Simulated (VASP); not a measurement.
# In (P6_3/mmc) in VASP: density of states with PBE

Aim: the density of states of In with PBE.

Program: VASP 6.6.1. These are calculated values, not measurements. Logs are shortened: lines on timing, memory, paths and dates and some standing lists are left out, and cuts for length are marked.

## Step 1: The cell of the first run

It takes space group P6_3/mmc (No. 194, hexagonal). The conventional cell has a = 3.364 Å, b = 3.364 Å, c = 5.657 Å, α = 90.00°, β = 90.00°, γ = 120.00°. Within 4.4 Å of In (site symmetry -6m2) lie 12 In at 3.36 to 3.43 Å.

## Step 2: Density of states, PBE

The input, POSCAR:

```
In
1.0
    3.3635404629      0.0000000000      0.0000000000
   -1.6817702315      2.9129114875      0.0000000000
    0.0000000000      0.0000000000      5.6568934023
In
2
Direct
    0.3333333333      0.6666666667      0.7500000000
    0.6666666667      0.3333333333      0.2500000000
```

The input, INCAR.step1:

```
SYSTEM = In
PREC = Accurate
ENCUT = 520
EDIFF = 1E-7
ISMEAR = 0
SIGMA = 0.05
LREAL = .FALSE.
LASPH = .TRUE.
NELM = 100
ALGO = Normal
ISIF = 2
LWAVE = .FALSE.
LCHARG = .TRUE.
GGA = PE
NBANDS = 20
```

The input, KPOINTS.step1:

```
Automatic mesh
0
G
  14 14 8
  0 0 0
```

The input, INCAR.step2:

```
SYSTEM = In
PREC = Accurate
ENCUT = 520
EDIFF = 1E-7
ISMEAR = -5
SIGMA = 0.05
LREAL = .FALSE.
LASPH = .TRUE.
NELM = 100
ALGO = Normal
ISIF = 2
LWAVE = .FALSE.
LCHARG = .FALSE.
GGA = PE
LORBIT = 11
NBANDS = 20
NEDOS = 1001
ICHARG = 11
```

The input, KPOINTS.step2:

```
Automatic mesh
0
G
  21 21 12
  0 0 0
```

Potentials or basis: VASP PAW PBE potentials, release 64 (In_d).

Started as:

```
$ cat potpaw_PBE.64/In_d/POTCAR > POTCAR
$ cp INCAR.step1 INCAR
$ cp KPOINTS.step1 KPOINTS
$ mpirun -np 1 vasp_std > vasp.out
$ cp INCAR.step2 INCAR
$ cp KPOINTS.step2 KPOINTS
$ mpirun -np 1 vasp_std > vasp.out
```

OUTCAR:

```text
SYSTEM = In
   PREC = Accurate
   ENCUT = 520
   EDIFF = 1E-7
   ISMEAR = -5
   LREAL = .FALSE.
   LASPH = .TRUE.
   NELM = 100
   ISIF = 2
   GGA = PE
   LORBIT = 11
   ICHARG = 11

 ion  position               nearest neighbor table
   1  0.333  0.667  0.750-   2 3.43   2 3.43   2 3.43   2 3.43   2 3.43   2 3.43
   2  0.667  0.333  0.250-   1 3.43   1 3.43   1 3.43   1 3.43   1 3.43   1 3.43

  LATTYP: Found a hexagonal cell.
 ALAT       =     3.3635404629
 C/A-ratio  =     1.6818270702

  Lattice vectors:

 A1 = (   3.3635404629,   0.0000000000,   0.0000000000)
 A2 = (  -1.6817702315,   2.9129114875,   0.0000000000)
 A3 = (   0.0000000000,   0.0000000000,   5.6568934023)

Analysis of symmetry for initial positions (statically):
=====================================================================
 Subroutine PRICEL returns:
 Original cell was already a primitive cell.

 Routine SETGRP: Setting up the symmetry group for a
 hexagonal supercell.

 Subroutine GETGRP returns: Found 24 space group operations
 (whereof 12 operations were pure point group operations)
 out of a pool of 24 trial point group operations.

The static configuration has the point symmetry D_3d.
 The point group associated with its full space group is D_6h.

Analysis of symmetry for dynamics (positions and initial velocities):
=====================================================================
 Subroutine PRICEL returns:
 Original cell was already a primitive cell.

 Routine SETGRP: Setting up the symmetry group for a
 hexagonal supercell.

 Subroutine GETGRP returns: Found 24 space group operations
 (whereof 12 operations were pure point group operations)
 out of a pool of 24 trial point group operations.

The dynamic configuration has the point symmetry D_3d.
 The point group associated with its full space group is D_6h.

 Subroutine INISYM returns: Found 24 space group operations
 (whereof 12 operations are pure point group operations),
 and found     1 'primitive' translations

----------------------------------------------------------------------------------------

                                     Primitive cell

  volume of cell :      55.4245

  direct lattice vectors                    reciprocal lattice vectors
     3.363540463  0.000000000  0.000000000     0.297305774  0.171649569  0.000000000
    -1.681770232  2.912911488  0.000000000     0.000000000  0.343299137  0.000000000
     0.000000000  0.000000000  5.656893402     0.000000000  0.000000000  0.176775472

  length of vectors
     3.363540463  3.363540463  5.656893402     0.343299137  0.343299137  0.176775472

  position of ions in fractional coordinates (direct lattice)
     0.333333333  0.666666667  0.750000000
     0.666666667  0.333333333  0.250000000

  ion indices of the primitive-cell ions
   primitive index   ion index
                 1           1
                 2           2

----------------------------------------------------------------------------------------

 KPOINTS: Automatic mesh

Automatic generation of k-mesh.
 Grid dimensions read from file:
 generate k-points for:   21   21   12

 Generating k-lattice:

  Cartesian coordinates                     Fractional coordinates (reciprocal lattice)
     0.014157418  0.008173789  0.000000000     0.047619048  0.000000000  0.000000000
     0.000000000  0.016347578  0.000000000     0.000000000  0.047619048  0.000000000
     0.000000000  0.000000000  0.014731289     0.000000000  0.000000000  0.083333333

  Length of vectors
     0.016347578  0.016347578  0.014731289

  Shift w.r.t. Gamma in fractional coordinates (k-lattice)
     0.000000000  0.000000000  0.000000000

 TETIRR: Found   5376 inequivalent tetrahedra from    31752

 Subroutine IBZKPT returns following result:
 ===========================================

 Found    336 irreducible k-points:

 Following reciprocal coordinates:
            Coordinates               Weight
  0.000000  0.000000  0.000000      1.000000
  0.047619  0.000000  0.000000      6.000000
  0.095238 -0.000000  0.000000      6.000000
  0.142857  0.000000  0.000000      6.000000
  0.190476 -0.000000  0.000000      6.000000
  0.238095 -0.000000  0.000000      6.000000
[... 16 lines left out ...]
  0.142857  0.095238  0.000000     12.000000
  0.190476  0.095238  0.000000     12.000000
 [... further k-points ...]
   k-points           NKPTS =    336   k-points in BZ     NKDIM =    336   number of bands    NBANDS=     20
   number of dos      NEDOS =   1001   number of ions     NIONS =      2
   total plane-waves  NPLWV =  32928
   dimension x,y,z NGX =    28 NGY =   28 NGZ =   42
   dimension x,y,z NGXF=    56 NGYF=   56 NGZF=   84
   ions per type =               2
   NGX,Y,Z   is equivalent  to a cutoff of  13.84, 13.84, 12.34 a.u.
   NGXF,Y,Z  is equivalent  to a cutoff of  27.68, 27.68, 24.69 a.u.
 SYSTEM =  In
   PREC   = accura    normal or accurate (medium, high low for compatibility)
   ISTART =      0    job   : 0-new  1-cont  2-samecut
   ICHARG =     11    charge: 1-file 2-atom 10-const
   ISPIN  =      1    spin polarized calculation?
   LNONCOLLINEAR =      F non collinear calculations
   LSORBIT =      F    spin-orbit coupling
   LASPH  =      T    aspherical Exc in radial PAW
   ENCUT  =  520.0 eV  38.22 Ry    6.18 a.u.   6.25  6.25 10.52*2*pi/ulx,y,z
   NELM   =    100;   NELMIN=  2; NELMDL=  0     # of ELM steps
   EDIFF  = 0.1E-06   stopping-criterion for ELM
   LREAL  =      F    real-space projection
   EDIFFG = 0.1E-05   stopping-criterion for IOM
   NSW    =      0    number of steps for IOM
   IBRION =     -1    ionic relax: 0-MD 1-quasi-New 2-CG
   NFREE  =      0    steps in history (QN), initial steepest desc. (CG)
   ISIF   =      2    stress and relaxation
   ISYM   =      2    0-nonsym 1-usesym 2-fastsym
   POTIM  = 0.5000    time-step for ionic-motion
   TEBEG  =    0.0;   TEEND  =   0.0 temperature during run
   PSTRESS=    0.0 pullay stress
   NELECT =      26.0000    total number of electrons
   NUPDOWN=      -1.0000    fix difference up-down
   EMIN   =  10.00;   EMAX   =-10.00  energy-range for DOS
   EFERMI =   0.00;   METHOD = LEGACY
   ISMEAR =    -5;   SIGMA  =   0.05  broadening in eV -4-tet -1-fermi 0-gaus
   EFERMI_NEDOS =   21; number of points for ismear=-14 and -15
   IALGO  =     38    algorithm
   IMIX   =      4    mixing-type and parameters
     AMIX     =   0.40;   BMIX     =  1.00
     AMIX_MAG =   1.60;   BMIX_MAG =  1.00
  volume/ion in A,a.u.               =      27.71       187.01
  Fermi-wavevector in a.u.,A,eV,Ry     =   1.272034  2.403795 22.015177  1.618070
  Thomas-Fermi vector in A             =   2.404934
   LORBIT       =     11    0 simple, 1 ext, 2 COOP (PROOUT), +10 PAW based schemes
   GGA     = PE    functional components
   LHFCALC =     F    Hartree Fock is set to
   AEXX    =    0.0000 exact exchange contribution
   IVDW    =     0    specifies the selected vdW correction
   LEPSILON=     F    determine dielectric tensor
   LRPA    =     F    only Hartree local field effects (RPA)
 non-spin polarized calculation
 Fermi weights with tetrahedron method with Bloechl corrections
  energy-cutoff  :      520.00
  volume of cell :       55.42
 maximum number of plane-waves:      1515
 NGX is ok and might be reduce to    28

 number of electron      26.0000002 magnetization

 Free energy of the ion-electron system (eV)
  ---------------------------------------------------
  ext. energy  EPLUGINS =         0.00000000
  ---------------------------------------------------
  free energy    TOTEN  =        -5.10724962 eV

  energy without entropy =       -5.10724962  energy(sigma->0) =       -5.10724962

 E-fermi :   6.9273     XC(G=0):  -9.9824

 val. band max:        7.0098103684   @ k =   0.2381   0.2381   0.4167
 cond. band min:       6.8363005775   @ k =   0.3333   0.3333   0.2500
 fundamental gap:     -0.1735097909
 Fermi energy:         6.9273280522

 k-point     1 :       0.0000    0.0000    0.0000
  band No.  band energies     occupation
      1      -7.7417      2.00000
      2      -7.7099      2.00000
      3      -7.6707      2.00000
      4      -7.6707      2.00000
      5      -7.6491      2.00000
      6      -7.6491      2.00000
[... 12 lines left out ...]
     19      17.7886      0.00000
     20      18.1917      0.00000

 k-point     2 :       0.0476    0.0000    0.0000
  band No.  band energies     occupation
      1      -7.7386      2.00000
      2      -7.7094      2.00000
      3      -7.6691      2.00000
      4      -7.6647      2.00000
      5      -7.6491      2.00000
      6      -7.6434      2.00000
[... 12 lines left out ...]
     19      18.1192      0.00000
     20      18.4394      0.00000

 k-point     3 :       0.0952   -0.0000    0.0000
  band No.  band energies     occupation
      1      -7.7342      2.00000
      2      -7.7069      2.00000
      3      -7.6634      2.00000
      4      -7.6472      2.00000
      5      -7.6465      2.00000
      6      -7.6267      2.00000
[... 12 lines left out ...]
     19      17.7023      0.00000
     20      18.8851      0.00000

 k-point     4 :       0.1429    0.0000    0.0000
  band No.  band energies     occupation
      1      -7.7417      2.00000
      2      -7.6936      2.00000
      3      -7.6633      2.00000
      4      -7.6290      2.00000
      5      -7.6197      2.00000
      6      -7.6033      2.00000
[... 12 lines left out ...]
     19      17.2524      0.00000
     20      18.2354      0.00000

 k-point     5 :       0.1905   -0.0000    0.0000
  band No.  band energies     occupation
      1      -7.7592      2.00000
      2      -7.6767      2.00000
      3      -7.6647      2.00000
      4      -7.6248      2.00000
      5      -7.6043      2.00000
      6      -7.5985      2.00000
[... 12 lines left out ...]
     19      16.8778      0.00000
     20      17.8917      0.00000

 k-point     6 :       0.2381   -0.0000    0.0000
  band No.  band energies     occupation
      1      -7.7805      2.00000
      2      -7.6835      2.00000
      3      -7.6507      2.00000
      4      -7.6421      2.00000
      5      -7.6167      2.00000
      6      -7.5621      2.00000
[... 12 lines left out ...]
     19      16.4095      0.00000
     20      17.8429      0.00000

 k-point     7 :       0.2857   -0.0000    0.0000
  band No.  band energies     occupation
      1      -7.8024      2.00000
      2      -7.6952      2.00000
      3      -7.6786      2.00000
      4      -7.6290      2.00000
      5      -7.6158      2.00000
      6      -7.5335      2.00000
[... 12 lines left out ...]
     19      15.9529      0.00000
     20      17.6820      0.00000
[... 277 lines left out ...]
 k-point    20 :       0.4286    0.0476    0.0000
  band No.  band energies     occupation
      1      -7.8491      2.00000
      2      -7.7524      2.00000
      3      -7.7219      2.00000
      4      -7.6573      2.00000
      5      -7.5796      2.00000
      6      -7.5535      2.00000
[... 12 lines left out ...]
     19      14.8956      0.00000
     20      16.5219      0.00000

 k-point    21 :       0.4762    0.0476    0.0000
  band No.  band energies     occupation
      1      -7.8523      2.00000
      2      -7.7570      2.00000
      3      -7.7239      2.00000
      4      -7.6587      2.00000
      5      -7.5822      2.00000
      6      -7.5495      2.00000
[... 12 lines left out ...]
     19      14.8641      0.00000
     20      16.4825      0.00000

 k-point    22 :       0.0952    0.0952    0.0000
  band No.  band energies     occupation
      1      -7.7237      2.00000
      2      -7.7160      2.00000
      3      -7.6451      2.00000
      4      -7.6430      2.00000
      5      -7.6063      2.00000
      6      -7.6049      2.00000
[... 12 lines left out ...]
     19      17.4101      0.00000
     20      18.3085      0.00000

 k-point    23 :       0.1429    0.0952    0.0000
  band No.  band energies     occupation
      1      -7.7371      2.00000
      2      -7.7047      2.00000
      3      -7.6450      2.00000
      4      -7.6267      2.00000
      5      -7.6194      2.00000
      6      -7.6172      2.00000
[... 12 lines left out ...]
     19      17.2126      0.00000
     20      17.4401      0.00000

 k-point    24 :       0.1905    0.0952    0.0000
  band No.  band energies     occupation
      1      -7.7576      2.00000
      2      -7.6901      2.00000
      3      -7.6530      2.00000
      4      -7.6419      2.00000
      5      -7.6284      2.00000
      6      -7.5871      2.00000
[... 12 lines left out ...]
     19      16.8421      0.00000
     20      16.8739      0.00000

 [... further k-points ...]
[... 5 lines left out ...]
  --------------------------------------------------------------------------------------
  -------------------------------------------------------------------------------------
  Total        0.1362867      0.1362867     -0.0437037     -0.0000000      0.0000000      0.0000000
  in kB        3.9396897      3.9396897     -1.2633595     -0.0000000      0.0000000      0.0000000
  external PRESSURE =       2.2053399 kB  Pullay stress =       0.0000000 kB

 VOLUME and BASIS-vectors are now :
 -----------------------------------------------------------------------------
  energy-cutoff  :      520.00
  volume of cell :       55.42
      direct lattice vectors                 reciprocal lattice vectors
     3.363540463  0.000000000  0.000000000     0.297305774  0.171649569  0.000000000
    -1.681770232  2.912911488  0.000000000     0.000000000  0.343299137  0.000000000
     0.000000000  0.000000000  5.656893402     0.000000000  0.000000000  0.176775472

 POSITION                                       TOTAL-FORCE (eV/Angst)
 -----------------------------------------------------------------------------------
     -0.00000      1.94194      4.24267         0.000000      0.000000     -0.000000
      1.68177      0.97097      1.41422        -0.000000     -0.000000      0.000000
 -----------------------------------------------------------------------------------
    total drift:                               -0.000000      0.000000      0.000000

  FREE ENERGIE OF THE ION-ELECTRON SYSTEM (eV)
  ---------------------------------------------------
  free  energy   TOTEN  =        -5.1072496165 eV

  energy  without entropy=       -5.1072496165  energy(sigma->0) =       -5.10724962

 total charge

# of ion       s       p       d       tot
------------------------------------------
    1        1.013   0.454   9.846  11.314
    2        1.013   0.454   9.846  11.314
--------------------------------------------------
tot          2.027   0.908  19.692  22.628
```

Run time: 3.3 min. Hardware: 1 thread of Intel Xeon 6975P-C (Granite Rapids), shared host; peak memory 0.39 GiB.

Results:

```
Valence electrons inside the program's atomic spheres : In 11.31
```

Levels at points of the mesh, in eV from the Fermi level:
| k point | band 9 | band 10 | band 11 | band 12 | band 13 | band 14 | band 15 | band 16 | band 17 | band 18 |
| --- | --- | --- | --- | --- | --- | --- | --- | --- | --- | --- |
| (0.00, 0.00, 0.00) | -14.36 | -14.36 | -9.20 | -4.63 | -3.26 | 8.28 | 8.28 | 9.47 | 9.98 | 9.98 |
| (0.00, 0.00, 0.50) | -14.41 | -14.41 | -7.93 | -7.93 | 2.51 | 2.51 | 9.20 | 9.20 | 9.20 | 9.20 |

Caveat: spin-orbit coupling is left out, which moves the levels of the heavy elements; tetrahedron occupations give inexact forces and stress in metals.
